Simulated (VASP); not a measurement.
# Ta (Fd-3m) in VASP: notebook, part 2 of 2

VASP 6.6.1. The steps go on from the part before.

### Step 3. Single point, PBE

This run uses another cell than the first one, of 21.30 Å³/atom, 1.128 times its volume.

Input file INCAR:

```
SYSTEM = Ta
PREC = Accurate
ENCUT = 520
EDIFF = 1E-7
ISMEAR = 0
SIGMA = 0.1
LREAL = .FALSE.
LASPH = .TRUE.
NELM = 100
ALGO = Fast
ISIF = 2
LWAVE = .FALSE.
LCHARG = .FALSE.
GGA = PE
NBANDS = 42
```

Input file KPOINTS:

```
regular mesh
0
G
  4 4 4
  0 0 0
```

Input file POSCAR:

```
Ta
1.0
    0.0000000000      3.9976485100      3.9976485100
    3.9976485100      0.0000000000      3.9976485100
    3.9976485100      3.9976485100      0.0000000000
Ta
6
Direct
    0.6250000000      0.6250000000      0.6250000000
    0.6250000000      0.6250000000      0.1250000000
    0.6250000000      0.1250000000      0.6250000000
    0.1250000000      0.6250000000      0.6250000000
    0.0000000000      0.0000000000      0.0000000000
    0.2500000000      0.2500000000      0.2500000000
```

Potentials or basis: VASP PAW PBE potentials, release 64 (Ta_pv).

Command:

```console
cat potpaw_PBE.64/Ta_pv/POTCAR > POTCAR
mpirun -np 1 vasp_std > vasp.out
```

It took 47 s on 1 thread of Intel Xeon Platinum 8488C (Sapphire Rapids), shared host; peak memory 0.26 GiB.

The run converged. Its results:

```
Free energy            : -69.2547 eV
Pressure               : -18.0 GPa
Band gap on the k mesh : zero (band 33 reaches 4.10 eV, above the bottom of band 34 at 3.80 eV)
```

Levels at points of the mesh, in eV from the Fermi level:
| k point | band 30 | band 31 | band 32 | band 33 | band 34 | band 35 | band 36 | band 37 |
| --- | --- | --- | --- | --- | --- | --- | --- | --- |
| (0.00, 0.00, 0.00) | -0.43 | 0.12 | 0.12 | 0.12 | 1.54 | 1.54 | 1.54 | 2.05 |
| (0.50, 0.00, 0.00) | -0.33 | -0.33 | -0.19 | -0.16 | -0.16 | 1.34 | 1.34 | 1.75 |
| (0.50, 0.50, 0.00) | -0.71 | -0.39 | -0.39 | -0.05 | -0.05 | 1.01 | 1.01 | 1.90 |

Caveat: spin-orbit coupling is left out, which moves the levels of the heavy elements.

### Step 4. Single point, PBE

Input file INCAR:

```
PREC = Accurate
ENCUT = 520
EDIFF = 1E-7
ISMEAR = 0
SIGMA = 0.1
LREAL = F
LASPH = T
NELM = 80
ALGO = Fast
ISIF = 2
LWAVE = F
LCHARG = F
GGA = PE
NBANDS = 42
```

Input file KPOINTS:

```
Automatic mesh
0
Gamma
  8 8 8
```

Input file POSCAR:

```
Ta
1.0
    0.0000000000      3.8388291049      3.8388291049
    3.8388291049      0.0000000000      3.8388291049
    3.8388291049      3.8388291049      0.0000000000
Ta
6
Direct
    0.1250000000      0.1250000000      0.1250000000
    0.1250000000      0.1250000000      0.6250000000
    0.1250000000      0.6250000000      0.1250000000
    0.6250000000      0.1250000000      0.1250000000
    0.5000000000      0.5000000000      0.5000000000
    0.7500000000      0.7500000000      0.7500000000
```

Command:

```console
cat potpaw_PBE.64/Ta_pv/POTCAR > POTCAR
mpirun -np 1 vasp_std > vasp.out
```

It took 2 min on 1 thread of Intel Xeon Platinum 8488C (Sapphire Rapids), shared host; peak memory 0.28 GiB.

It converged, with:

| Item | Value |
| --- | --- |
| Free energy | -70.2012 eV |
| Pressure | 0.2 GPa |
| Band gap on the k mesh | zero (band 33 reaches 5.09 eV, above the bottom of band 34 at 4.70 eV) |

Levels at points of the mesh, in eV from the Fermi level:
| k point | band 29 | band 30 | band 31 | band 32 | band 33 | band 34 | band 35 | band 36 | band 37 | band 38 |
| --- | --- | --- | --- | --- | --- | --- | --- | --- | --- | --- |
| (0.00, 0.00, 0.00) | -0.56 | -0.56 | 0.19 | 0.19 | 0.19 | 1.64 | 1.64 | 1.64 | 2.24 | 2.24 |
| (0.50, 0.00, 0.00) | -0.53 | -0.53 | -0.47 | -0.18 | -0.18 | 0.04 | 1.42 | 1.42 | 1.93 | 2.36 |
| (0.50, 0.50, 0.00) | -1.00 | -1.00 | -0.56 | -0.56 | -0.10 | -0.10 | 1.05 | 1.05 | 2.03 | 2.03 |

Caveat: spin-orbit coupling is left out, which moves the levels of the heavy elements.

### Step 5. Relaxation of cell and atoms, PBE

This run uses another cell than the first one, of 21.30 Å³/atom, 1.128 times its volume.

Input file INCAR:

```
SYSTEM = Ta
  ALGO = Normal
  EDIFF = 1E-6
  EDIFFG = -0.04
  ENCUT = 600
  GGA = PE
  IBRION = 2
  ISIF = 3
  ISMEAR = 0
  LASPH = .True.
  LCHARG = .False.
  LREAL = .False.
  LWAVE = .False.
  NELM = 100
  NSW = 90
  PREC = Accurate
  SIGMA = 0.1
```

Input file KPOINTS:

```
k-points
0
Gamma
  4 4 4
  0 0 0
```

Input file POSCAR:

```
Ta
1.0
    0.0000000000      3.9976485100      3.9976485100
    3.9976485100      0.0000000000      3.9976485100
    3.9976485100      3.9976485100      0.0000000000
Ta
6
Direct
    0.6250000000      0.6250000000      0.6250000000
    0.6250000000      0.6250000000      0.1250000000
    0.6250000000      0.1250000000      0.6250000000
    0.1250000000      0.6250000000      0.6250000000
    0.0000000000      0.0000000000      0.0000000000
    0.2500000000      0.2500000000      0.2500000000
```

Command:

```console
cat potpaw_PBE.64/Ta_pv/POTCAR > POTCAR
mpirun -np 1 vasp_std > vasp.out
```

Run time: 2 min. Hardware: 1 thread of Intel Xeon 6975P-C (Granite Rapids), shared host; peak memory 0.34 GiB.

It converged, with:

```
Free energy                            : -70.1431 eV
Relaxed volume                         : 18.89 Å³/atom
Relaxed cell                           : a = 5.432 Å, b = 5.432 Å, c = 5.432 Å, α = 60.00°, β = 60.00°, γ = 60.00°
Space group after relaxing (to 0.05 Å) : Fd-3m (No. 227)
Energy gained by relaxing              : 147.8 meV/atom
Ionic steps                            : 5
Pressure after relaxing                : 0.0 GPa
Band gap on the k mesh                 : zero (band 33 reaches 5.08 eV, above the bottom of band 34 at 4.77 eV)
```

Step by step:
| step | energy change (eV) | largest force (eV/Å) | pressure (GPa) | volume (Å³) |
| --- | --- | --- | --- | --- |
| 1 | 0.0000 | 0.0000 | -17.95 | 127.77 |
| 2 | 3.9697 | 0.0000 | 77.65 | 88.54 |
| 3 | -0.8805 | 0.0000 | -1.80 | 114.44 |
| 4 | -0.8864 | 0.0000 | -0.51 | 113.63 |
| 5 | -0.8869 | 0.0000 | 0.00 | 113.31 |

Final structure:
```cif
data_structure
_symmetry_space_group_name_H-M 'P 1'
_symmetry_Int_Tables_number 1
_cell_length_a 5.4317
_cell_length_b 5.4317
_cell_length_c 5.4317
_cell_angle_alpha 60.000
_cell_angle_beta 60.000
_cell_angle_gamma 60.000
_cell_volume 113.31
loop_
_atom_site_label
_atom_site_type_symbol
_atom_site_fract_x
_atom_site_fract_y
_atom_site_fract_z
_atom_site_occupancy
Ta1 Ta 0.62500 0.62500 0.62500 1
Ta2 Ta 0.62500 0.62500 0.12500 1
Ta3 Ta 0.62500 0.12500 0.62500 1
Ta4 Ta 0.12500 0.62500 0.62500 1
Ta5 Ta 0.00000 0.00000 0.00000 1
Ta6 Ta 0.25000 0.25000 0.25000 1
```

Levels at points of the mesh, in eV from the Fermi level:
| k point | band 29 | band 30 | band 31 | band 32 | band 33 | band 34 | band 35 | band 36 | band 37 | band 38 |
| --- | --- | --- | --- | --- | --- | --- | --- | --- | --- | --- |
| (0.00, 0.00, 0.00) | -0.56 | -0.56 | 0.19 | 0.19 | 0.19 | 1.64 | 1.64 | 1.64 | 2.23 | 2.23 |
| (0.50, 0.00, 0.00) | -0.54 | -0.54 | -0.48 | -0.19 | -0.19 | 0.00 | 1.41 | 1.41 | 1.92 | 2.35 |
| (0.50, 0.50, 0.00) | -1.00 | -1.00 | -0.56 | -0.56 | -0.12 | -0.12 | 1.04 | 1.04 | 2.03 | 2.03 |

Caveat: spin-orbit coupling is left out, which moves the levels of the heavy elements.

### Step 6. Relaxation of cell and atoms, PBE

Input file INCAR:

```
PREC = Accurate
ENCUT = 600
EDIFF = 1E-6
ISMEAR = 0
SIGMA = 0.1
LREAL = F
LASPH = T
NELM = 80
ALGO = Fast
ISIF = 3
LWAVE = F
LCHARG = F
GGA = PE
IBRION = 2
NSW = 100
EDIFFG = -0.01
```

Input file KPOINTS:

```
Automatic mesh
0
Gamma
  8 8 8
```

Input file POSCAR:

```
Ta
1.0
    0.0000000000      3.8398882067      3.8398882067
    3.8398882067      0.0000000000      3.8398882067
    3.8398882067      3.8398882067      0.0000000000
Ta
6
Direct
    0.1250000000      0.1250000000      0.1250000000
    0.1250000000      0.1250000000      0.6250000000
    0.1250000000      0.6250000000      0.1250000000
    0.6250000000      0.1250000000      0.1250000000
    0.5000000000      0.5000000000      0.5000000000
    0.7500000000      0.7500000000      0.7500000000
```

Potentials or basis: VASP PAW PBE potentials, release 64 (Ta_pv).

Command:

```console
cat potpaw_PBE.64/Ta_pv/POTCAR > POTCAR
mpirun -np 1 vasp_std > vasp.out
```

Run time: 97 s. Hardware: 1 thread of Intel Xeon 6975P-C (Granite Rapids), shared host; peak memory 0.37 GiB.

Results (log left out):

- Free energy: -70.2037 eV
- Pressure after relaxing: 0.0 GPa
- Band gap on the k mesh: zero (band 33 reaches 5.08 eV, above the bottom of band 34 at 4.70 eV)

Final structure:
```xyz
6
Lattice="0.0000 3.8399 3.8399 3.8399 0.0000 3.8399 3.8399 3.8399 0.0000" Properties=species:S:1:pos:R:3 pbc="T T T"
Ta    0.9600    0.9600    0.9600
Ta    2.8799    2.8799    0.9600
Ta    2.8799    0.9600    2.8799
Ta    0.9600    2.8799    2.8799
Ta    3.8399    3.8399    3.8399
Ta    5.7598    5.7598    5.7598
```

Levels at points of the mesh, in eV from the Fermi level:
```csv
k point,band 29,band 30,band 31,band 32,band 33,band 34,band 35,band 36,band 37,band 38
"(0.00, 0.00, 0.00)",-0.56,-0.56,0.19,0.19,0.19,1.64,1.64,1.64,2.24,2.24
"(0.50, 0.00, 0.00)",-0.53,-0.53,-0.47,-0.18,-0.18,0.04,1.42,1.42,1.93,2.36
"(0.50, 0.50, 0.00)",-0.99,-0.99,-0.56,-0.56,-0.10,-0.10,1.05,1.05,2.04,2.04
```

Caveat: the relaxation stopped at its first step, so nothing moved; spin-orbit coupling is left out, which moves the levels of the heavy elements.

### Step 7. Overview

| task | cell | k mesh | cutoff (eV) | gap on the mesh (eV) | pressure (GPa) |
| --- | --- | --- | --- | --- | --- |
| single point | a = 5.430 Å, angles 60.0°, 6 atoms | 4 × 4 × 4 | 520 | none | 0.1 |
| single point | a = 5.654 Å, angles 60.0°, 6 atoms | 4 × 4 × 4 | 520 | none | -18.0 |
| single point | a = 5.429 Å, angles 60.0°, 6 atoms | 8 × 8 × 8 | 520 | none | 0.2 |
| relaxation of cell and atoms | relaxed from a = 5.654 Å, angles 60.0°, 6 atoms | 4 × 4 × 4 | 600 | none | 0.0 |
| relaxation of cell and atoms | relaxed from a = 5.430 Å, angles 60.0°, 6 atoms | 8 × 8 × 8 | 600 | none | 0.0 |

Alike in all rows: level PBE; potentials or basis VASP PAW PBE potentials, release 64 (Ta_pv); no spin polarisation; smearing gaussian 0.1 eV.

Caveats: spin-orbit coupling is left out, which moves the levels of the heavy elements; the relaxation stopped at its first step, so nothing moved (some runs).

Absolute energies hang on the potentials; compare differences alone.
